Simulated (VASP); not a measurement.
# Co2F3 (P-3m1) in VASP: single point with PBE

Aim: the single point of Co2F3 with PBE.

Program: VASP 6.6.1. These are calculated values, not measurements. Logs are shortened: lines on timing, memory, paths and dates and some standing lists are left out, and cuts for length are marked.

## Step 1: The cell of the first run

Symmetry: P-3m1, No. 164, trigonal system. Conventional cell: a = 3.352 Å, b = 3.352 Å, c = 5.215 Å, α = 90.00°, β = 90.00°, γ = 120.00°. Co (site symmetry 3m) has 7 F at 2.02 to 2.32 Å within 2.7 Å. F (site symmetry -3m) has 6 Co at 2.32 Å and 6 F at 2.68 Å within 3.1 Å. F (site symmetry 3m) has 4 Co at 2.02 to 2.09 Å and 6 F at 2.46 to 2.68 Å within 2.7 Å.

## Step 2: Single point, PBE, collinear spin, ferromagnetic start

File INCAR:

```
SYSTEM = Co2F3
  PREC = Accurate
  ENCUT = 520
  EDIFF = 1E-6
  ISMEAR = 0
  SIGMA = 0.1
  LREAL = .FALSE.
  LASPH = .TRUE.
  NELM = 150
  ALGO = Normal
  ISIF = 2
  LWAVE = .FALSE.
  LCHARG = .FALSE.
  ISPIN = 2
  MAGMOM = 3 3 0 0 0
  LORBIT = 11
  LMAXMIX = 4
  GGA = PE
  NBANDS = 32
```

File KPOINTS:

```
Automatic mesh
0
G
  6 6 4
  0 0 0
```

File POSCAR:

```
Co2F3
1.0
    3.3518696991      0.0000000000      0.0000000000
   -1.6759348496      2.9028043096      0.0000000000
    0.0000000000      0.0000000000      5.2149647857
Co F
2 3
Direct
    0.3333333333      0.6666666667      0.2450000000
    0.6666666667      0.3333333333      0.7550000000
    0.0000000000      0.0000000000      0.0000000000
    0.3333333333      0.6666666667      0.6450000000
    0.6666666667      0.3333333333      0.3550000000
```

Potentials or basis: VASP PAW PBE potentials, release 64 (Co, F).

Launch:

```console
$ cat potpaw_PBE.64/Co/POTCAR potpaw_PBE.64/F/POTCAR > POTCAR
$ mpirun -np 1 vasp_std > vasp.out
```

OUTCAR:

```text
SYSTEM = Co2F3
   PREC = Accurate
   ENCUT = 520
   EDIFF = 1E-6
   ISMEAR = 0
   LREAL = .FALSE.
   LASPH = .TRUE.
   NELM = 150
   ISIF = 2
   ISPIN = 2
   LORBIT = 11
   GGA = PE

 ion  position               nearest neighbor table
   1  0.333  0.667  0.245-   5 2.02   5 2.02   5 2.02   4 2.09   3 2.32   3 2.32   3 2.32
   2  0.667  0.333  0.755-   4 2.02   4 2.02   4 2.02   5 2.09   3 2.32   3 2.32   3 2.32
   3  0.000  0.000  0.000-   1 2.32   2 2.32   2 2.32   1 2.32   2 2.32   1 2.32
   4  0.333  0.667  0.645-   2 2.02   2 2.02   2 2.02   1 2.09
   5  0.667  0.333  0.355-   1 2.02   1 2.02   1 2.02   2 2.09

  LATTYP: Found a hexagonal cell.
 ALAT       =     3.3518696991
 C/A-ratio  =     1.5558375635

  Lattice vectors:

 A1 = (   3.3518696991,   0.0000000000,   0.0000000000)
 A2 = (  -1.6759348496,   2.9028043096,   0.0000000000)
 A3 = (   0.0000000000,   0.0000000000,   5.2149647857)

Analysis of symmetry for initial positions (statically):
=====================================================================
 Subroutine PRICEL returns:
 Original cell was already a primitive cell.

 Routine SETGRP: Setting up the symmetry group for a
 hexagonal supercell.

 Subroutine GETGRP returns: Found 12 space group operations
 (whereof 12 operations were pure point group operations)
 out of a pool of 24 trial point group operations.

The static configuration has the point symmetry D_3d.

Analysis of symmetry for dynamics (positions and initial velocities):
=====================================================================
 Subroutine PRICEL returns:
 Original cell was already a primitive cell.

 Routine SETGRP: Setting up the symmetry group for a
 hexagonal supercell.

 Subroutine GETGRP returns: Found 12 space group operations
 (whereof 12 operations were pure point group operations)
 out of a pool of 24 trial point group operations.

The dynamic configuration has the point symmetry D_3d.

Analysis of structural, dynamic, and magnetic symmetry:
=====================================================================
 Subroutine PRICEL returns:
 Original cell was already a primitive cell.

 Routine SETGRP: Setting up the symmetry group for a
 hexagonal supercell.

 Subroutine GETGRP returns: Found 12 space group operations
 (whereof 12 operations were pure point group operations)
 out of a pool of 24 trial point group operations.

The overall configuration has the point symmetry D_3d.

 Subroutine INISYM returns: Found 12 space group operations
 (whereof 12 operations are pure point group operations),
 and found     1 'primitive' translations

----------------------------------------------------------------------------------------

                                     Primitive cell

  volume of cell :      50.7407

  direct lattice vectors                    reciprocal lattice vectors
     3.351869699  0.000000000  0.000000000     0.298340953  0.172247229  0.000000000
    -1.675934850  2.902804310  0.000000000     0.000000000  0.344494459  0.000000000
     0.000000000  0.000000000  5.214964786     0.000000000  0.000000000  0.191755849

  length of vectors
     3.351869699  3.351869699  5.214964786     0.344494459  0.344494459  0.191755849

  position of ions in fractional coordinates (direct lattice)
     0.333333333  0.666666667  0.245000000
     0.666666667  0.333333333  0.755000000
     0.000000000  0.000000000  0.000000000
     0.333333333  0.666666667  0.645000000
     0.666666667  0.333333333  0.355000000

  ion indices of the primitive-cell ions
   primitive index   ion index
                 1           1
                 2           2
                 3           3
                 4           4
                 5           5

----------------------------------------------------------------------------------------

 KPOINTS: Automatic mesh

Automatic generation of k-mesh.
 Grid dimensions read from file:
 generate k-points for:    6    6    4

 Generating k-lattice:

  Cartesian coordinates                     Fractional coordinates (reciprocal lattice)
     0.049723492  0.028707872  0.000000000     0.166666667  0.000000000  0.000000000
     0.000000000  0.057415743  0.000000000     0.000000000  0.166666667  0.000000000
     0.000000000  0.000000000  0.047938962     0.000000000  0.000000000  0.250000000

  Length of vectors
     0.057415743  0.057415743  0.047938962

  Shift w.r.t. Gamma in fractional coordinates (k-lattice)
     0.000000000  0.000000000  0.000000000

 Subroutine IBZKPT returns following result:
 ===========================================

 Found     24 irreducible k-points:

 Following reciprocal coordinates:
            Coordinates               Weight
  0.000000  0.000000  0.000000      1.000000
  0.166667  0.000000  0.000000      6.000000
  0.333333  0.000000  0.000000      6.000000
  0.500000 -0.000000  0.000000      3.000000
  0.166667  0.166667  0.000000      6.000000
  0.333333  0.166667  0.000000     12.000000
[... 16 lines left out ...]
  0.333333  0.166667  0.500000     12.000000
  0.333333  0.333333  0.500000      2.000000
   k-points           NKPTS =     24   k-points in BZ     NKDIM =     24   number of bands    NBANDS=     32
   number of dos      NEDOS =    301   number of ions     NIONS =      5
   total plane-waves  NPLWV =  31360
   dimension x,y,z NGX =    28 NGY =   28 NGZ =   40
   dimension x,y,z NGXF=    56 NGYF=   56 NGZF=   80
   ions per type =               2   3
   NGX,Y,Z   is equivalent  to a cutoff of  13.89, 13.89, 12.75 a.u.
   NGXF,Y,Z  is equivalent  to a cutoff of  27.77, 27.77, 25.50 a.u.
 SYSTEM =  Co2F3
   PREC   = accura    normal or accurate (medium, high low for compatibility)
   ISTART =      0    job   : 0-new  1-cont  2-samecut
   ICHARG =      2    charge: 1-file 2-atom 10-const
   ISPIN  =      2    spin polarized calculation?
   LNONCOLLINEAR =      F non collinear calculations
   LSORBIT =      F    spin-orbit coupling
   LASPH  =      T    aspherical Exc in radial PAW
   ENCUT  =  520.0 eV  38.22 Ry    6.18 a.u.   6.23  6.23  9.70*2*pi/ulx,y,z
   NELM   =    150;   NELMIN=  2; NELMDL= -5     # of ELM steps
   EDIFF  = 0.1E-05   stopping-criterion for ELM
   LREAL  =      F    real-space projection
   EDIFFG = 0.1E-04   stopping-criterion for IOM
   NSW    =      0    number of steps for IOM
   IBRION =     -1    ionic relax: 0-MD 1-quasi-New 2-CG
   NFREE  =      0    steps in history (QN), initial steepest desc. (CG)
   ISIF   =      2    stress and relaxation
   ISYM   =      2    0-nonsym 1-usesym 2-fastsym
   POTIM  = 0.5000    time-step for ionic-motion
   TEBEG  =    0.0;   TEEND  =   0.0 temperature during run
   PSTRESS=    0.0 pullay stress
   NELECT =      39.0000    total number of electrons
   NUPDOWN=      -1.0000    fix difference up-down
   EMIN   =  10.00;   EMAX   =-10.00  energy-range for DOS
   EFERMI =   0.00;   METHOD = LEGACY
   ISMEAR =     0;   SIGMA  =   0.10  broadening in eV -4-tet -1-fermi 0-gaus
   EFERMI_NEDOS =   21; number of points for ismear=-14 and -15
   IALGO  =     38    algorithm
   IMIX   =      4    mixing-type and parameters
     AMIX     =   0.40;   BMIX     =  1.00
     AMIX_MAG =   1.60;   BMIX_MAG =  1.00
  volume/ion in A,a.u.               =      10.15        68.48
  Fermi-wavevector in a.u.,A,eV,Ry     =   1.499608  2.833847 30.597091  2.248823
  Thomas-Fermi vector in A             =   2.611215
   LORBIT       =     11    0 simple, 1 ext, 2 COOP (PROOUT), +10 PAW based schemes
   GGA     = PE    functional components
   LHFCALC =     F    Hartree Fock is set to
   AEXX    =    0.0000 exact exchange contribution
   IVDW    =     0    specifies the selected vdW correction
   LEPSILON=     F    determine dielectric tensor
   LRPA    =     F    only Hartree local field effects (RPA)
 spin polarized calculation
 Gauss-broadening in eV      SIGMA  =   0.10
  energy-cutoff  :      520.00
  volume of cell :       50.74
 maximum number of plane-waves:      1387
 NGX is ok and might be reduce to    28
   NGX = 13   NGY = 13   NGZ = 19

 number of electron      38.9999989 magnetization       5.0413908

 Free energy of the ion-electron system (eV)
  ---------------------------------------------------
  ext. energy  EPLUGINS =         0.00000000
  ---------------------------------------------------
  free energy    TOTEN  =       -24.92410407 eV

  energy without entropy =      -24.90745266  energy(sigma->0) =      -24.91577836

 E-fermi :   7.2411     XC(G=0): -11.4666

 val. band max:        7.2267049354   @ k =  -0.1667   0.5000   0.2500
 cond. band min:       7.2615263663   @ k =   0.3333   0.1667   0.5000
 fundamental gap:      0.0348214309
 Fermi energy:         7.2411470406

 spin component 1

 k-point     1 :       0.0000    0.0000    0.0000
  band No.  band energies     occupation
      1     -19.7253      1.00000
      2     -18.6979      1.00000
      3     -18.1838      1.00000
      4      -1.7136      1.00000
      5      -1.5674      1.00000
      6      -1.5674      1.00000
[... 805 lines left out ...]
     30      21.0213      0.00000
     31      22.1685      0.00000
 Fermi energy:         7.2411470406

 spin component 2

 k-point     1 :       0.0000    0.0000    0.0000
  band No.  band energies     occupation
      1     -19.5241      1.00000
      2     -18.4853      1.00000
      3     -18.0249      1.00000
      4      -1.4190      1.00000
      5      -1.0866      1.00000
      6      -1.0866      1.00000
[... 805 lines left out ...]
     30      21.6635      0.00000
     31      22.6196      0.00000
 [bands above 31 left out]

------------------------ aborting loop because EDIFF is reached ----------------------------------------

  FORCE on cell =-STRESS in cart. coord.  units (eV):
  Direction    XX          YY          ZZ          XY          YZ          ZX
  --------------------------------------------------------------------------------------
  -------------------------------------------------------------------------------------
  Total        4.5632895      4.5632895      6.7324326     -0.0000000      0.0000000      0.0000000
  in kB      144.0895021    144.0895021    212.5819234     -0.0000000      0.0000000      0.0000000
  external PRESSURE =     166.9203092 kB  Pullay stress =       0.0000000 kB

 VOLUME and BASIS-vectors are now :
 -----------------------------------------------------------------------------
  energy-cutoff  :      520.00
  volume of cell :       50.74
      direct lattice vectors                 reciprocal lattice vectors
     3.351869699  0.000000000  0.000000000     0.298340953  0.172247229  0.000000000
    -1.675934850  2.902804310  0.000000000     0.000000000  0.344494459  0.000000000
     0.000000000  0.000000000  5.214964786     0.000000000  0.000000000  0.191755849

 POSITION                                       TOTAL-FORCE (eV/Angst)
 -----------------------------------------------------------------------------------
     -0.00000      1.93520      1.27767         0.000000     -0.000000     -1.881396
      1.67593      0.96760      3.93730        -0.000000      0.000000      1.881396
      0.00000      0.00000      0.00000        -0.000000      0.000000      0.000000
     -0.00000      1.93520      3.36365         0.000000     -0.000000      0.496572
      1.67593      0.96760      1.85131        -0.000000      0.000000     -0.496572
 -----------------------------------------------------------------------------------
    total drift:                                0.000000     -0.000000     -0.000000

  FREE ENERGIE OF THE ION-ELECTRON SYSTEM (eV)
  ---------------------------------------------------
  free  energy   TOTEN  =       -24.9241040685 eV

  energy  without entropy=      -24.9074526605  energy(sigma->0) =      -24.91577836

 total charge

# of ion       s       p       d       tot
------------------------------------------
    1        0.227   0.270   7.312   7.809
    2        0.227   0.270   7.312   7.809
    3        1.743   4.321   0.000   6.064
    4        1.742   4.380   0.000   6.122
    5        1.742   4.380   0.000   6.122
--------------------------------------------------
tot          5.681  13.621  14.624  33.926

 magnetization (x)

# of ion       s       p       d       tot
------------------------------------------
    1        0.008   0.012   2.320   2.340
    2        0.008   0.012   2.320   2.340
    3        0.007   0.073   0.000   0.079
    4        0.007   0.098   0.000   0.105
    5        0.007   0.098   0.000   0.105
--------------------------------------------------
tot          0.037   0.293   4.640   4.970
```

Run time: 3 min. Hardware: 1 thread of Intel Xeon Platinum 8375C at 2.90GHz (Ice Lake), shared host; peak memory 0.22 GiB.

What came out:

- Free energy: -24.9241 eV
- Pressure: 16.7 GPa
- Largest force: 1.881 eV/Å
- Net moment: 5.04 μB per cell
- Site moments: Co +2.34; F +0.08, +0.10 (each value once) μB
- Valence electrons inside the program's atomic spheres: Co 7.81; F 6.06, 6.12 (each value once)

Forces on the atoms (eV/Å):
```
Co   0.000  0.000 -1.881
Co   0.000  0.000  1.881
F    0.000  0.000  0.000
F    0.000  0.000  0.497
F    0.000  0.000 -0.497
```

Caveat: the k points lie up to 0.36 Å⁻¹ apart; semilocal functionals often make such compounds metallic where correlation or magnetic order opens a gap, which also shifts bond lengths; forces of over 1 eV/Å act on the atoms, so gaps and moduli don't describe the material at rest.
